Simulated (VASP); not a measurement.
Ge: single point with PBEsol

The system is Ge.

```
Ge
1.0
     1.45768   -2.54172    0.00000
     1.45768    2.54172    0.00000
     0.00000    0.00000    4.63109
Ge
2
Direct
  0.66655 0.33345 0.25000
  0.33345 0.66655 0.75000
```

- Program: VASP 6.6.1
- Task: single point
- Functional: PBEsol
- Potentials or basis: VASP PAW PBE potentials, release 64 (Ge_d)
- Cutoff: 520 eV
- k mesh: 11 × 11 × 6
- Occupations: methfessel-paxton, width 0.1 eV
- Spin: no spin polarisation
- Dipole correction: no
- Further INCAR settings: ALGO = Normal; EDIFF = 1e-07; NBANDS = 21

- Pressure: 5.8 GPa
- Largest force: 0.008 eV/Å
- Band gap on the k mesh: zero (band 14 reaches 14.80 eV, above the bottom of band 15 at 4.77 eV)

Forces on the atoms (eV/Å):
```
Ge   0.000  0.008  0.000
Ge   0.000 -0.008  0.000
```

Stress tensor (GPa, compression positive):
```
 2.79  0.00  0.00
 0.00  3.31  0.00
 0.00  0.00 11.19
```

Levels at points of the mesh, in eV from the Fermi level:
| k point | band 10 | band 11 | band 12 | band 13 | band 14 | band 15 | band 16 | band 17 | band 18 | band 19 |
| --- | --- | --- | --- | --- | --- | --- | --- | --- | --- | --- |
| (0.00, 0.00, 0.00) | -24.60 | -14.05 | -7.71 | -6.05 | 6.89 | 7.01 | 9.08 | 9.21 | 10.70 | 11.81 |
| (0.00, 0.00, 0.50) | -24.63 | -12.29 | -12.29 | 1.89 | 1.89 | 8.12 | 8.12 | 8.24 | 8.24 | 13.09 |

Run time: 31 s on 1 thread of Intel(R) Xeon(R) 6975P-C (Granite Rapids), with other jobs on the host, peak memory 0.2 GiB.

Caveat: the PAW data sets were made with another functional, which shifts forces and pressure a little.
